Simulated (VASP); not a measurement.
# GaN (F-43m) in VASP: a series of runs

GaN is run at these levels: PBE, PBEsol-based global hybrid with 25 % exact exchange; tasks: single point.

Program: VASP 6.6.1. These are calculated values, not measurements. Logs are shortened: lines on timing, memory, paths and dates and some standing lists are left out, and cuts for length are marked.

## 1. The cell of the first run

The structure is cubic, space group F-43m (No. 216). Conventional cell: a = 4.507 Å, b = 4.507 Å, c = 4.507 Å, α = 90.00°, β = 90.00°, γ = 90.00°. Within 2.6 Å of Ga (site symmetry -43m) lie 4 N at 1.95 Å. N (site symmetry -43m) has 4 Ga at 1.95 Å within 2.6 Å.

## 2. Single point, PBE

Input file INCAR:

```
PREC     = Accurate       # precision mode
ENCUT    = 520            # plane-wave cutoff, eV
EDIFF    = 1E-6           # SCF threshold, eV
ISMEAR   = -1             # smearing method
SIGMA    = 0.04           # smearing width, eV
LREAL    = F              # projectors in reciprocal space
LASPH    = T              # aspherical terms in the spheres
NELM     = 80             # most SCF steps
ALGO     = Normal         # electronic algorithm
ISIF     = 2              # what is computed and relaxed
LWAVE    = F              # write WAVECAR
LCHARG   = T              # write CHGCAR
GGA      = PE             # functional
LELF     = T              # ELF
LVHAR    = T            
NBANDS   = 16             # bands
```

Input file KPOINTS:

```
regular mesh
0
Gamma
  6 6 6
```

Input file POSCAR:

```
GaN
1.0
    0.0000000000      2.2535006075      2.2535006075
    2.2535006075      0.0000000000      2.2535006075
    2.2535006075      2.2535006075      0.0000000000
Ga N
1 1
Direct
    0.0000000000      0.0000000000      0.0000000000
    0.2500000000      0.2500000000      0.2500000000
```

Potentials or basis: VASP PAW PBE potentials, release 64 (Ga_d, N).

Started as:

```console
$ cat potpaw_PBE.64/Ga_d/POTCAR potpaw_PBE.64/N/POTCAR > POTCAR
$ mpirun -np 1 vasp_std > vasp.out
```

OUTCAR:

```text
PREC = Accurate
   ENCUT = 520
   EDIFF = 1E-6
   ISMEAR = -1
   LREAL = F
   LASPH = T
   NELM = 80
   ISIF = 2
   GGA = PE

 ion  position               nearest neighbor table
   1  0.000  0.000  0.000-   2 1.95   2 1.95   2 1.95   2 1.95
   2  0.250  0.250  0.250-   1 1.95   1 1.95   1 1.95   1 1.95

  LATTYP: Found a face centered cubic cell.
 ALAT       =     4.5070012150

  Lattice vectors:

 A1 = (   0.0000000000,   2.2535006075,   2.2535006075)
 A2 = (   2.2535006075,   0.0000000000,   2.2535006075)
 A3 = (   2.2535006075,   2.2535006075,   0.0000000000)

Analysis of symmetry for initial positions (statically):
=====================================================================
 Subroutine PRICEL returns:
 Original cell was already a primitive cell.

 Routine SETGRP: Setting up the symmetry group for a
 face centered cubic supercell.

 Subroutine GETGRP returns: Found 24 space group operations
 (whereof 24 operations were pure point group operations)
 out of a pool of 48 trial point group operations.

The static configuration has the point symmetry T_d .

Analysis of symmetry for dynamics (positions and initial velocities):
=====================================================================
 Subroutine PRICEL returns:
 Original cell was already a primitive cell.

 Routine SETGRP: Setting up the symmetry group for a
 face centered cubic supercell.

 Subroutine GETGRP returns: Found 24 space group operations
 (whereof 24 operations were pure point group operations)
 out of a pool of 48 trial point group operations.

The dynamic configuration has the point symmetry T_d .

 Subroutine INISYM returns: Found 24 space group operations
 (whereof 24 operations are pure point group operations),
 and found     1 'primitive' translations

----------------------------------------------------------------------------------------

                                     Primitive cell

  volume of cell :      22.8877

  direct lattice vectors                    reciprocal lattice vectors
     0.000000000  2.253500607  2.253500607    -0.221877020  0.221877020  0.221877020
     2.253500607  0.000000000  2.253500607     0.221877020 -0.221877020  0.221877020
     2.253500607  2.253500607  0.000000000     0.221877020  0.221877020 -0.221877020

  length of vectors
     3.186931122  3.186931122  3.186931122     0.384302272  0.384302272  0.384302272

  position of ions in fractional coordinates (direct lattice)
     0.000000000  0.000000000  0.000000000
     0.250000000  0.250000000  0.250000000

  ion indices of the primitive-cell ions
   primitive index   ion index
                 1           1
                 2           2

----------------------------------------------------------------------------------------

 KPOINTS: regular mesh

Automatic generation of k-mesh.
 Grid dimensions read from file:
 generate k-points for:    6    6    6

 Generating k-lattice:

  Cartesian coordinates                     Fractional coordinates (reciprocal lattice)
    -0.036979503  0.036979503  0.036979503     0.166666667  0.000000000  0.000000000
     0.036979503 -0.036979503  0.036979503     0.000000000  0.166666667  0.000000000
     0.036979503  0.036979503 -0.036979503     0.000000000  0.000000000  0.166666667

  Length of vectors
     0.064050379  0.064050379  0.064050379

  Shift w.r.t. Gamma in fractional coordinates (k-lattice)
     0.000000000  0.000000000  0.000000000

 Subroutine IBZKPT returns following result:
 ===========================================

 Found     16 irreducible k-points:

 Following reciprocal coordinates:
            Coordinates               Weight
  0.000000  0.000000  0.000000      1.000000
  0.166667  0.000000  0.000000      8.000000
  0.333333  0.000000  0.000000      8.000000
  0.500000  0.000000  0.000000      4.000000
  0.166667  0.166667  0.000000      6.000000
  0.333333  0.166667  0.000000     24.000000
[... 8 lines left out ...]
 -0.333333  0.333333  0.166667     24.000000
 -0.333333  0.500000  0.166667     12.000000
   k-points           NKPTS =     16   k-points in BZ     NKDIM =     16   number of bands    NBANDS=     16
   number of dos      NEDOS =    301   number of ions     NIONS =      2
   total plane-waves  NPLWV =  13824
   dimension x,y,z NGX =    24 NGY =   24 NGZ =   24
   dimension x,y,z NGXF=    48 NGYF=   48 NGZF=   48
   ions per type =               1   1
   NGX,Y,Z   is equivalent  to a cutoff of  12.52, 12.52, 12.52 a.u.
   NGXF,Y,Z  is equivalent  to a cutoff of  25.04, 25.04, 25.04 a.u.
 SYSTEM =  unknown system
   PREC   = accura    normal or accurate (medium, high low for compatibility)
   ISTART =      0    job   : 0-new  1-cont  2-samecut
   ICHARG =      2    charge: 1-file 2-atom 10-const
   ISPIN  =      1    spin polarized calculation?
   LNONCOLLINEAR =      F non collinear calculations
   LSORBIT =      F    spin-orbit coupling
   LASPH  =      T    aspherical Exc in radial PAW
   ENCUT  =  520.0 eV  38.22 Ry    6.18 a.u.   5.93  5.93  5.93*2*pi/ulx,y,z
   NELM   =     80;   NELMIN=  2; NELMDL= -5     # of ELM steps
   EDIFF  = 0.1E-05   stopping-criterion for ELM
   LREAL  =      F    real-space projection
   EDIFFG = 0.1E-04   stopping-criterion for IOM
   NSW    =      0    number of steps for IOM
   IBRION =     -1    ionic relax: 0-MD 1-quasi-New 2-CG
   NFREE  =      0    steps in history (QN), initial steepest desc. (CG)
   ISIF   =      2    stress and relaxation
   ISYM   =      2    0-nonsym 1-usesym 2-fastsym
   POTIM  = 0.5000    time-step for ionic-motion
   TEBEG  =    0.0;   TEEND  =   0.0 temperature during run
   PSTRESS=    0.0 pullay stress
   NELECT =      18.0000    total number of electrons
   NUPDOWN=      -1.0000    fix difference up-down
   EMIN   =  10.00;   EMAX   =-10.00  energy-range for DOS
   EFERMI =   0.00;   METHOD = LEGACY
   ISMEAR =    -1;   SIGMA  =   0.04  broadening in eV -4-tet -1-fermi 0-gaus
   EFERMI_NEDOS =   21; number of points for ismear=-14 and -15
   IALGO  =     38    algorithm
   IMIX   =      4    mixing-type and parameters
     AMIX     =   0.40;   BMIX     =  1.00
     AMIX_MAG =   1.60;   BMIX_MAG =  1.00
  volume/ion in A,a.u.               =      11.44        77.23
  Fermi-wavevector in a.u.,A,eV,Ry     =   1.511117  2.855596 31.068543  2.283473
  Thomas-Fermi vector in A             =   2.621216
   LORBIT       =      0    0 simple, 1 ext, 2 COOP (PROOUT), +10 PAW based schemes
   GGA     = PE    functional components
[... 5 lines left out ...]
 non-spin polarized calculation
  energy-cutoff  :      520.00
  volume of cell :       22.89
 maximum number of plane-waves:       636
   NGX = 11   NGY = 11   NGZ = 11

 number of electron      18.0000004 magnetization

 Free energy of the ion-electron system (eV)
  ---------------------------------------------------
  ext. energy  EPLUGINS =         0.00000000
  ---------------------------------------------------
  free energy    TOTEN  =       -12.13868316 eV

  energy without entropy =      -12.13868316  energy(sigma->0) =      -12.13868316

 E-fermi :   6.2059     XC(G=0): -11.6658

 val. band max:        5.2861862544   @ k =   0.0000   0.0000   0.0000
 cond. band min:       7.0085717326   @ k =   0.0000   0.0000   0.0000
 fundamental gap:      1.7223854782
 Fermi energy:         6.2059361151

 k-point     1 :       0.0000    0.0000    0.0000
  band No.  band energies     occupation
      1     -10.6487      2.00000
      2      -8.1602      2.00000
      3      -8.1602      2.00000
      4      -8.1602      2.00000
      5      -7.8408      2.00000
      6      -7.8408      2.00000
[... 8 lines left out ...]
     15      24.1376      0.00000
     16      24.1376      0.00000

 k-point     2 :       0.1667    0.0000    0.0000
  band No.  band energies     occupation
      1     -10.3647      2.00000
      2      -8.1263      2.00000
      3      -8.1263      2.00000
      4      -8.0328      2.00000
      5      -7.8422      2.00000
      6      -7.8422      2.00000
[... 8 lines left out ...]
     15      22.1957      0.00000
     16      22.1957      0.00000

 k-point     3 :       0.3333    0.0000    0.0000
  band No.  band energies     occupation
      1      -9.8932      2.00000
      2      -8.0813      2.00000
      3      -8.0813      2.00000
      4      -7.8199      2.00000
      5      -7.8199      2.00000
      6      -7.3705      2.00000
[... 8 lines left out ...]
     15      22.9546      0.00000
     16      22.9546      0.00000

 k-point     4 :       0.5000    0.0000    0.0000
  band No.  band energies     occupation
      1      -9.7411      2.00000
      2      -8.0727      2.00000
      3      -8.0727      2.00000
      4      -7.7936      2.00000
      5      -7.7936      2.00000
      6      -6.5943      2.00000
[... 8 lines left out ...]
     15      24.9466      0.00000
     16      24.9466      0.00000

 k-point     5 :       0.1667    0.1667    0.0000
  band No.  band energies     occupation
      1     -10.2743      2.00000
      2      -8.0914      2.00000
      3      -8.0914      2.00000
      4      -8.0503      2.00000
      5      -7.8500      2.00000
      6      -7.8216      2.00000
[... 8 lines left out ...]
     15      25.8592      0.00000
     16      26.0463      0.00000

 k-point     6 :       0.3333    0.1667    0.0000
  band No.  band energies     occupation
      1      -9.8853      2.00000
      2      -8.0630      2.00000
      3      -8.0317      2.00000
      4      -7.9255      2.00000
      5      -7.8004      2.00000
      6      -7.4669      2.00000
[... 8 lines left out ...]
     15      24.7851      0.00000
     16      25.3131      0.00000

 k-point     7 :       0.5000    0.1667    0.0000
  band No.  band energies     occupation
      1      -9.6854      2.00000
      2      -8.0635      2.00000
      3      -8.0169      2.00000
      4      -7.8611      2.00000
      5      -7.7910      2.00000
      6      -6.5193      2.00000
[... 8 lines left out ...]
     15      24.6787      0.00000
     16      25.6114      0.00000

 k-point     8 :      -0.3333    0.1667    0.0000
  band No.  band energies     occupation
      1      -9.7267      2.00000
      2      -8.0655      2.00000
      3      -8.0307      2.00000
      4      -7.8360      2.00000
      5      -7.8340      2.00000
      6      -6.7892      2.00000
[... 8 lines left out ...]
     15      22.4724      0.00000
     16      25.1865      0.00000

 k-point     9 :      -0.1667    0.1667    0.0000
  band No.  band energies     occupation
      1     -10.0264      2.00000
      2      -8.0840      2.00000
      3      -8.0824      2.00000
      4      -7.8704      2.00000
      5      -7.8624      2.00000
      6      -7.6617      2.00000
[... 8 lines left out ...]
     15      22.1563      0.00000
     16      25.2416      0.00000

 k-point    10 :       0.3333    0.3333    0.0000
  band No.  band energies     occupation
      1      -9.7129      2.00000
      2      -8.0276      2.00000
      3      -7.9401      2.00000
      4      -7.9401      2.00000
      5      -7.7831      2.00000
      6      -7.1308      2.00000
[... 8 lines left out ...]
     15      27.7122      0.00000
     16      27.7993      0.00000

 k-point    11 :       0.5000    0.3333    0.0000
  band No.  band energies     occupation
      1      -9.5993      2.00000
      2      -8.0433      2.00000
      3      -7.9109      2.00000
      4      -7.9053      2.00000
      5      -7.7798      2.00000
      6      -6.3214      2.00000
[... 8 lines left out ...]
     15      27.7607      0.00000
     16      27.7992      0.00000

 k-point    12 :      -0.3333    0.3333    0.0000
  band No.  band energies     occupation
      1      -9.6026      2.00000
      2      -8.0493      2.00000
      3      -7.9373      2.00000
      4      -7.8860      2.00000
      5      -7.8224      2.00000
      6      -6.1020      2.00000
[... 8 lines left out ...]
     15      24.2235      0.00000
     16      28.1516      0.00000

 k-point    13 :       0.5000    0.5000    0.0000
  band No.  band energies     occupation
      1      -9.5704      2.00000
      2      -8.0755      2.00000
      3      -7.8567      2.00000
      4      -7.8567      2.00000
      5      -7.7639      2.00000
      6      -6.1702      2.00000
[... 8 lines left out ...]
     15      27.0526      0.00000
     16      29.8983      0.00000

 k-point    14 :       0.5000    0.3333    0.1667
  band No.  band energies     occupation
      1      -9.6738      2.00000
      2      -8.0254      2.00000
      3      -8.0040      2.00000
      4      -7.8992      2.00000
      5      -7.8040      2.00000
      6      -6.7207      2.00000
[... 8 lines left out ...]
     15      25.1724      0.00000
     16      27.6884      0.00000

 k-point    15 :      -0.3333    0.3333    0.1667
  band No.  band energies     occupation
      1      -9.6025      2.00000
      2      -8.0393      2.00000
      3      -7.9735      2.00000
      4      -7.8638      2.00000
      5      -7.8176      2.00000
      6      -6.1002      2.00000
[... 8 lines left out ...]
     15      24.1693      0.00000
     16      28.0969      0.00000

 k-point    16 :      -0.3333    0.5000    0.1667
  band No.  band energies     occupation
      1      -9.5686      2.00000
      2      -8.0298      2.00000
      3      -7.9568      2.00000
      4      -7.8489      2.00000
      5      -7.8011      2.00000
      6      -5.9540      2.00000
[... 8 lines left out ...]
     15      25.9503      0.00000
     16      28.3027      0.00000

------------------------ aborting loop because EDIFF is reached ----------------------------------------

  FORCE on cell =-STRESS in cart. coord.  units (eV):
  Direction    XX          YY          ZZ          XY          YZ          ZX
  --------------------------------------------------------------------------------------
  -------------------------------------------------------------------------------------
  Total        0.7213623      0.7213623      0.7213623     -0.0000000      0.0000000     -0.0000000
  in kB       50.4964671     50.4964671     50.4964671     -0.0000000      0.0000000     -0.0000000
  external PRESSURE =      50.4964671 kB  Pullay stress =       0.0000000 kB

 VOLUME and BASIS-vectors are now :
 -----------------------------------------------------------------------------
  energy-cutoff  :      520.00
  volume of cell :       22.89
      direct lattice vectors                 reciprocal lattice vectors
     0.000000000  2.253500607  2.253500607    -0.221877020  0.221877020  0.221877020
     2.253500607  0.000000000  2.253500607     0.221877020 -0.221877020  0.221877020
     2.253500607  2.253500607  0.000000000     0.221877020  0.221877020 -0.221877020

 POSITION                                       TOTAL-FORCE (eV/Angst)
 -----------------------------------------------------------------------------------
      0.00000      0.00000      0.00000         0.000000      0.000000      0.000000
      1.12675      1.12675      1.12675        -0.000000     -0.000000     -0.000000
 -----------------------------------------------------------------------------------
    total drift:                                0.000002      0.000002      0.000002

  FREE ENERGIE OF THE ION-ELECTRON SYSTEM (eV)
  ---------------------------------------------------
  free  energy   TOTEN  =       -12.1386831607 eV

  energy  without entropy=      -12.1386831606  energy(sigma->0) =      -12.13868316
```

Wall time 6.8 s (1 thread of Intel Xeon Platinum 8259CL at 2.50GHz (Skylake/Cascade Lake), shared host); peak memory 0.14 GiB.

Results:

| Quantity | Value |
| --- | --- |
| Free energy | -12.1387 eV |
| Pressure | 5.0 GPa |
| Band gap on the k mesh | 1.72 eV |

Caveat: the cell stands under pressure.

## 3. Single point, PBEsol-based global hybrid with 25 % exact exchange

This run uses another cell than the first one, of 10.76 Å³/atom.

Input file POSCAR:

```
GaN
1.0
    0.0000000000      2.2074978911      2.2074978911
    2.2074978911      0.0000000000      2.2074978911
    2.2074978911      2.2074978911      0.0000000000
Ga N
1 1
Direct
    0.0000000000      0.0000000000      0.0000000000
    0.2500000000      0.2500000000      0.2500000000
```

Input file INCAR.step1:

```
ALGO = Normal
EDIFF = 1E-5
ENCUT = 520
GGA = PE
ISIF = 2
ISMEAR = -1
LASPH = True
LCHARG = False
LREAL = False
LWAVE = True
NBANDS = 16
NELM = 100
PREC = Accurate
SIGMA = 0.05
```

Input file INCAR.step2:

```
AEXX = 0.25
ALGO = Normal
EDIFF = 1E-6
ENCUT = 520
GGA = PS
ISIF = 2
ISMEAR = -1
ISTART = 1
LASPH = True
LCHARG = False
LHFCALC = True
LREAL = False
LWAVE = False
NBANDS = 16
NELM = 100
PREC = Accurate
PRECFOCK = Normal
SIGMA = 0.05
```

Input file KPOINTS:

```
k-points
0
Gamma
  5 5 5
```

Potentials or basis: VASP PAW PBE potentials, release 64 (Ga_d, N).

Started as:

```console
$ cat potpaw_PBE.64/Ga_d/POTCAR potpaw_PBE.64/N/POTCAR > POTCAR
$ cp INCAR.step1 INCAR
$ mpirun -np 1 vasp_std > vasp.out
$ cp INCAR.step2 INCAR
$ mpirun -np 1 vasp_std > vasp.out
```

Wall time 8 min (1 thread of Intel Xeon Platinum 8259CL at 2.50GHz (Skylake/Cascade Lake), shared host); peak memory 0.15 GiB.

Results (log left out):

```yaml
Free_energy: -16.3646 eV
Pressure: 7.3 GPa
Band_gap_on_the_k_mesh: 4.16 eV
```

Levels at points of the mesh, in eV from the valence-band top:
| k point | band 7 | band 8 | band 9 | band 10 | band 11 | band 12 |
| --- | --- | --- | --- | --- | --- | --- |
| (0.00, 0.00, 0.00) | 0.00 | 0.00 | 0.00 | 4.16 | 13.04 | 13.04 |

Caveat: the k points lie up to 0.49 Å⁻¹ apart; the PAW data sets were made with another functional, which shifts forces and pressure a little.
